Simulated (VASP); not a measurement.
A run of VASP 6.6.1:

INCAR

```
SYSTEM = BaAlGe
  PREC = Accurate
  ENCUT = 520
  EDIFF = 1E-6
  ISMEAR = -1
  SIGMA = 0.03
  LREAL = .False.
  LASPH = .True.
  NELM = 80
  ALGO = Normal
  ISIF = 2
  LWAVE = .False.
  LCHARG = .False.
  GGA = PS
  NBANDS = 20
```

Contents of KPOINTS:

```
Automatic mesh
0
Gamma
  10 10 7
  0 0 0
```

The input POSCAR:

```
BaAlGe
1.0
    4.3526167746      0.0000000000      0.0000000000
   -2.1763083873      3.7694766997      0.0000000000
    0.0000000000      0.0000000000      5.2277673000
Ba Al Ge
1 1 1
Direct
    0.0000000000      0.0000000000      0.0000000000
    0.6666666667      0.3333333333      0.5000000000
    0.3333333333      0.6666666667      0.5000000000
```

Potentials or basis: VASP PAW PBE potentials, release 64 (Ba_sv, Al, Ge_d).

The run is started by

```sh
$ cat potpaw_PBE.64/Ba_sv/POTCAR potpaw_PBE.64/Al/POTCAR potpaw_PBE.64/Ge_d/POTCAR > POTCAR
$ mpirun -np 1 vasp_std > vasp.out
```

Hardware: 1 thread of Intel(R) Xeon(R) Platinum 8488C (Sapphire Rapids) (shared host).

Estimate the wall time of this run.

It took 50 s on 1 thread of Intel(R) Xeon(R) Platinum 8488C (Sapphire Rapids), with other jobs on the host, peak memory 0.26 GiB. Counts: scf iterations 12, k points 56.
